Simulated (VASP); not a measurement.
**HgTe: relaxation of cell and atoms with BLYP+D3(BJ)**

HgTe:

```
Hg Te
1.0
     0.00000    3.18000    3.18000
     3.18000    0.00000    3.18000
     3.18000    3.18000    0.00000
Hg Te
1 1
Direct
  0.00000 0.00000 0.00000
  0.50000 0.50000 0.50000
```

```json
{
  "Program": "VASP 6.6.1",
  "Task": "relaxation of cell and atoms",
  "Functional": "BLYP",
  "Dispersion": "D3(BJ)",
  "Potentials or basis": "VASP PAW PBE potentials, release 64 (Hg, Te)",
  "Cutoff": "600 eV",
  "k mesh": "7 × 7 × 7",
  "Occupations": "fermi-dirac, width 0.05 eV",
  "Spin": "no spin polarisation",
  "Dipole correction": "no",
  "Further INCAR settings": "ALGO = Normal; EDIFF = 1e-06; IBRION = 2; EDIFFG = -0.01; NSW = 60; ISIF = 3"
}
```

```json
{
 "Relaxed volume": "28.24 Å³/atom",
 "Relaxed cell": "a = 4.307 Å, b = 4.307 Å, c = 4.307 Å, α = 60.00°, β = 60.00°, γ = 60.00°",
 "Space group after relaxing (to 0.05 Å)": "Fm-3m (No. 225)",
 "Energy gained by relaxing": "67.9 meV/atom",
 "Ionic steps": "3",
 "Pressure after relaxing": "0.0 GPa",
 "Band gap on the k mesh": "zero (band 9 reaches 5.17 eV, above the bottom of band 10 at 2.74 eV)",
 "Dispersion energy per atom": "-1.037 eV"
}
```

Step by step:
| step | energy change (eV) | largest force (eV/Å) | pressure (GPa) | volume (Å³) |
| --- | --- | --- | --- | --- |
| 1 | 0.0000 | 0.0000 | -4.84 | 64.31 |
| 2 | -0.1339 | 0.0000 | 0.80 | 55.68 |
| 3 | -0.1359 | 0.0000 | 0.02 | 56.48 |

Final structure:
```
Hg Te
1.0
     0.00000    3.04531    3.04531
     3.04531    0.00000    3.04531
     3.04531    3.04531    0.00000
Hg Te
1 1
Direct
  0.00000 0.00000 0.00000
  0.50000 0.50000 0.50000
```

Levels at points of the mesh, in eV from the Fermi level:
| k point | band 7 | band 8 | band 9 | band 10 | band 11 | band 12 |
| --- | --- | --- | --- | --- | --- | --- |
| (0.00, 0.00, 0.00) | -1.05 | -0.78 | -0.78 | -0.78 | 7.71 | 7.71 |

Run time: 73 s on 1 thread of AMD EPYC 9R45 96-Core Processor (Zen 5), with other jobs on the host, peak memory 0.2 GiB.

Caveat: the PAW data sets were made with another functional, which shifts forces and pressure a little; spin-orbit coupling is left out, which moves the levels of the heavy elements; the volume moved by -12 % from the deposited cell, more than functionals usually miss; pairwise dispersion overbinds metals, which lowers pressure and volume.
